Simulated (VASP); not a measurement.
# GaAs (F-43m) in VASP: a series of runs

GaAs is run at these levels: LDA; tasks: elastic constants, vibrations by perturbation theory.

Everything below comes from runs of VASP 6.6.1. Logs are shortened: lines on timing, memory, paths and dates and some standing lists are left out, and cuts for length are marked.

### 1 The cell of the first run

Symmetry: F-43m, No. 216, cubic system. Conventional cell: a = 5.458 Å, b = 5.458 Å, c = 5.458 Å, α = 90.00°, β = 90.00°, γ = 90.00°. Ga (site symmetry -43m) has 4 As at 2.36 Å within 3.1 Å. Within 3.1 Å of As (site symmetry -43m) lie 4 Ga at 2.36 Å.

### 2 Elastic constants, LDA

INCAR reads:

```
SYSTEM = GaAs
ALGO = Normal ; EDIFF = 1E-8
ENCUT = 600 ; IBRION = 6
ISIF = 3 ; ISMEAR = 0
LASPH = .True. ; LCHARG = .False.
LREAL = .False. ; LWAVE = .False.
NELM = 60 ; NFREE = 2
NSW = 1 ; POTIM = 0.015
PREC = Accurate ; SIGMA = 0.01
```

KPOINTS reads:

```
k-points
0
Gamma
  12 12 12
  0 0 0
```

POSCAR reads:

```
GaAs
1.0
    0.0000000000      2.7291895173      2.7291895173
    2.7291895173      0.0000000000      2.7291895173
    2.7291895173      2.7291895173      0.0000000000
Ga As
1 1
Direct
    0.0000000000      0.0000000000      0.0000000000
    0.7500000000      0.7500000000      0.7500000000
```

Potentials or basis: VASP PAW LDA potentials, release 64 (Ga_d, As).

The run is started by

```
cat potpaw_LDA.64/Ga_d/POTCAR potpaw_LDA.64/As/POTCAR > POTCAR
mpirun -np 1 vasp_std > vasp.out
```

OUTCAR:

```text
SYSTEM = GaAs
   EDIFF = 1E-8
   ENCUT = 600
   IBRION = 6
   ISIF = 3
   ISMEAR = 0
   LASPH = .True.
   LREAL = .False.
   NELM = 60
   NFREE = 2
   NSW = 1
   POTIM = 0.015
   PREC = Accurate

 ion  position               nearest neighbor table
   1  0.000  0.000  0.000-   2 2.36   2 2.36   2 2.36   2 2.36
   2  0.750  0.750  0.750-   1 2.36   1 2.36   1 2.36   1 2.36

  LATTYP: Found a face centered cubic cell.
 ALAT       =     5.4583790346

  Lattice vectors:

 A1 = (   0.0000000000,   2.7291895173,   2.7291895173)
 A2 = (   2.7291895173,   0.0000000000,   2.7291895173)
 A3 = (   2.7291895173,   2.7291895173,   0.0000000000)

Analysis of symmetry for initial positions (statically):
=====================================================================
 Subroutine PRICEL returns:
 Original cell was already a primitive cell.

 Routine SETGRP: Setting up the symmetry group for a
 face centered cubic supercell.

 Subroutine GETGRP returns: Found 24 space group operations
 (whereof 24 operations were pure point group operations)
 out of a pool of 48 trial point group operations.

The static configuration has the point symmetry T_d .

Analysis of symmetry for dynamics (positions and initial velocities):
=====================================================================
 Subroutine PRICEL returns:
 Original cell was already a primitive cell.

 Routine SETGRP: Setting up the symmetry group for a
 face centered cubic supercell.

 Subroutine GETGRP returns: Found 24 space group operations
 (whereof 24 operations were pure point group operations)
 out of a pool of 48 trial point group operations.

The dynamic configuration has the point symmetry T_d .

 Subroutine INISYM returns: Found 24 space group operations
 (whereof 24 operations are pure point group operations),
 and found     1 'primitive' translations

----------------------------------------------------------------------------------------

                                     Primitive cell

  volume of cell :      40.6566

  direct lattice vectors                    reciprocal lattice vectors
     0.000000000  2.729189517  2.729189517    -0.183204573  0.183204573  0.183204573
     2.729189517  0.000000000  2.729189517     0.183204573 -0.183204573  0.183204573
     2.729189517  2.729189517  0.000000000     0.183204573  0.183204573 -0.183204573

  length of vectors
     3.859656830  3.859656830  3.859656830     0.317319629  0.317319629  0.317319629

  position of ions in fractional coordinates (direct lattice)
     0.000000000  0.000000000  0.000000000
     0.750000000  0.750000000  0.750000000

  ion indices of the primitive-cell ions
   primitive index   ion index
                 1           1
                 2           2

----------------------------------------------------------------------------------------

 KPOINTS: k-points

Automatic generation of k-mesh.
 Grid dimensions read from file:
 generate k-points for:   12   12   12

 Generating k-lattice:

  Cartesian coordinates                     Fractional coordinates (reciprocal lattice)
    -0.015267048  0.015267048  0.015267048     0.083333333  0.000000000  0.000000000
     0.015267048 -0.015267048  0.015267048     0.000000000  0.083333333  0.000000000
[... 112 lines left out ...]
  Direction    XX          YY          ZZ          XY          YZ          ZX
  --------------------------------------------------------------------------------------
  -------------------------------------------------------------------------------------
  Total        1.8855866      1.8855866      1.8855866     -0.0000000      0.0000000      0.0000000
  in kB       74.3063592     74.3063592     74.3063592     -0.0000000      0.0000000      0.0000000
  external PRESSURE =      74.3063592 kB  Pullay stress =       0.0000000 kB
[... 89 lines left out ...]
  FREE ENERGIE OF THE ION-ELECTRON SYSTEM (eV)
  ---------------------------------------------------
  free  energy   TOTEN  =        -9.5337362834 eV

  energy  without entropy=       -9.5337362834  energy(sigma->0) =       -9.53373628

[... ionic steps 4 to 14 ...]

--------------------------------------- Ionic step       15  -------------------------------------------

 number of electron      18.0000001 magnetization

------------------------ aborting loop because EDIFF is reached ----------------------------------------
[... 67 lines left out ...]
--------------------------------------- Ionic step       17  -------------------------------------------

 number of electron      18.0000002 magnetization

 Free energy of the ion-electron system (eV)
  ---------------------------------------------------
  ext. energy  EPLUGINS =         0.00000000
  ---------------------------------------------------
  free energy    TOTEN  =        -9.56500947 eV

  energy without entropy =       -9.56500947  energy(sigma->0) =       -9.56500947

 E-fermi :   4.9951     XC(G=0): -10.3860

 val. band max:        4.9173779361   @ k =   0.0000   0.0000   0.0000
 cond. band min:       5.9929393880   @ k =   0.0000   0.4167   0.4167
 fundamental gap:      1.0755614519
 Fermi energy:         4.9951161612

 k-point     1 :       0.0000    0.0000    0.0000
  band No.  band energies     occupation
      1     -10.2945      2.00000
      2     -10.2919      2.00000
      3     -10.2885      2.00000
      4     -10.1840      2.00000
      5     -10.1840      2.00000
      6      -8.7065      2.00000
      7       4.8187      2.00000
      8       4.8691      2.00000
      9       4.9174      2.00000
     10       6.0208      0.00000
     11       8.5260      0.00000
     12       8.5584      0.00000
     13       8.5931      0.00000
[... 354 lines left out ...]
  band No.  band energies     occupation
      1     -10.4132      2.00000
      2     -10.2612      2.00000
      3     -10.2550      2.00000
      4     -10.1857      2.00000
      5     -10.1800      2.00000
      6      -6.3821      2.00000
      7      -2.1960      2.00000
      8       1.6402      2.00000
      9       3.1685      2.00000
     10       7.3378      0.00000
     11       9.4580      0.00000
     12      10.4709      0.00000
     13      13.1966      0.00000

 [... further k-points ...]

------------------------ aborting loop because EDIFF is reached ----------------------------------------

  FORCE on cell =-STRESS in cart. coord.  units (eV):
  Direction    XX          YY          ZZ          XY          YZ          ZX
  --------------------------------------------------------------------------------------
  -------------------------------------------------------------------------------------
  Total        1.8849639      1.8885271      1.8885271      0.0000000     -0.1675835      0.0000000
  in kB       74.2818218     74.4222361     74.4222361      0.0000000     -6.6040547      0.0000000
  external PRESSURE =      74.3754313 kB  Pullay stress =       0.0000000 kB
[... 17 lines left out ...]
  FREE ENERGIE OF THE ION-ELECTRON SYSTEM (eV)
  ---------------------------------------------------
  free  energy   TOTEN  =        -9.5650094731 eV

  energy  without entropy=       -9.5650094731  energy(sigma->0) =       -9.56500947

 INTERNAL STRAIN TENSORS FROM STRAINED CELLS
 ============================================

 INTERNAL STRAIN TENSOR FOR ION    1 for displacements in x,y,z  (eV/Angst):
          X           Y           Z          XY          YZ          ZX
  --------------------------------------------------------------------------------
  x     0.00000     0.00000    -0.00000    -0.00000   -11.18636     0.00000
  y     0.00000    -0.00000    -0.00000    -0.00000     0.00000   -11.18663
  z     0.00000     0.00000    -0.00000   -11.18555     0.00000    -0.00000

 INTERNAL STRAIN TENSORS FROM DISPLACED ATOMS
 ============================================

 INTERNAL STRAIN TENSOR FOR ION    1 for displacements in x,y,z  (eV/Angst):
          X           Y           Z          XY          YZ          ZX
  --------------------------------------------------------------------------------
  x    -0.00000    -0.00000    -0.00000     0.00000   -11.18004     0.00000
  y     0.00000     0.00000     0.00000     0.00000     0.00000   -11.18004
  z    -0.00000    -0.00000    -0.00000   -11.18004     0.00000     0.00000

 INTERNAL STRAIN TENSOR FOR ION    2 for displacements in x,y,z  (eV/Angst):
          X           Y           Z          XY          YZ          ZX
  --------------------------------------------------------------------------------
  x     0.00000    -0.00000    -0.00000     0.00000    11.16804     0.00000
  y     0.00000     0.00000     0.00000     0.00000     0.00000    11.16804
  z     0.00000     0.00000     0.00000    11.16804     0.00000     0.00000

 Eigenvectors and eigenvalues of the dynamical matrix
 ----------------------------------------------------

   1 f  =    8.911609 THz    55.993293 2PiTHz  297.259294 cm-1    36.855439 meV
             X         Y         Z           dx          dy          dz
      0.000000  0.000000  0.000000     0.000000    0.719667    0.000000
      4.093784  4.093784  4.093784     0.000000   -0.694320    0.000000
[... 21 lines left out ...]
   6 f/i=    0.000458 THz     0.002876 2PiTHz    0.015269 cm-1     0.001893 meV
             X         Y         Z           dx          dy          dz
      0.000000  0.000000  0.000000     0.000000    0.000000   -0.694320
      4.093784  4.093784  4.093784     0.000000    0.000000   -0.719667

--------------------------------------------------------------------------------------------------------

 ELASTIC MODULI CONTR FROM IONIC RELAXATION (kBar)
 Direction    XX          YY          ZZ          XY          YZ          ZX
 --------------------------------------------------------------------------------
 XX          -0.0000      0.0000     -0.0000     -0.0000     -0.0000     -0.0000
 YY           0.0000     -0.0000     -0.0000     -0.0000      0.0000      0.0000
 ZZ          -0.0000     -0.0000     -0.0000     -0.0000      0.0000     -0.0000
 XY          -0.0000     -0.0000     -0.0000   -419.2811      0.0000      0.0000
 YZ          -0.0000      0.0000      0.0000      0.0000   -419.2811      0.0000
 ZX          -0.0000      0.0000     -0.0000      0.0000      0.0000   -419.2811
 --------------------------------------------------------------------------------

 TOTAL ELASTIC MODULI (kBar)
 Direction    XX          YY          ZZ          XY          YZ          ZX
 --------------------------------------------------------------------------------
 XX        1417.2535    783.4667    783.4667      0.0000     -0.0000      0.0000
 YY         783.4667   1417.2535    783.4667     -0.0000      0.0000      0.0000
 ZZ         783.4667    783.4667   1417.2535      0.0000      0.0000     -0.0000
 XY           0.0000     -0.0000      0.0000    635.7061      0.0000      0.0000
 YZ          -0.0000      0.0000      0.0000      0.0000    635.7061      0.0000
 ZX           0.0000      0.0000     -0.0000      0.0000      0.0000    635.7061
 --------------------------------------------------------------------------------
```

Wall time 25 min (1 thread of Intel Xeon Platinum 8259CL at 2.50GHz (Skylake/Cascade Lake), shared host); peak memory 0.62 GiB.

Results:

| Property | Result |
| --- | --- |
| Elastic constants C11, C12, C44 | 142, 78, 64 GPa |
| Voigt bulk modulus | 99 GPa |
| Highest phonon frequency at Γ, LO-TO splitting left out | 297 cm⁻¹ |

Phonon frequencies in cm⁻¹ (negative: imaginary):
| q point | frequencies |
| --- | --- |
| (0.000, 0.000, 0.000) | 0 0 0 297 297 297 |

Elastic tensor in Voigt notation (GPa, in the Cartesian axes of the cell as first typed):
```
142  78  78   0   0   0
 78 142  78   0   0   0
 78  78 142   0   0   0
  0   0   0  64   0   0
  0   0   0   0  64   0
  0   0   0   0   0  64
```

Clamped-ion elastic tensor (GPa):
```
142  78  78   0   0   0
 78 142  78   0   0   0
 78  78 142   0   0   0
  0   0   0 105   0   0
  0   0   0   0 105   0
  0   0   0   0   0 105
```

Caveat: the cell is under stress, which shifts elastic constants.

[end of part 1 of 2]
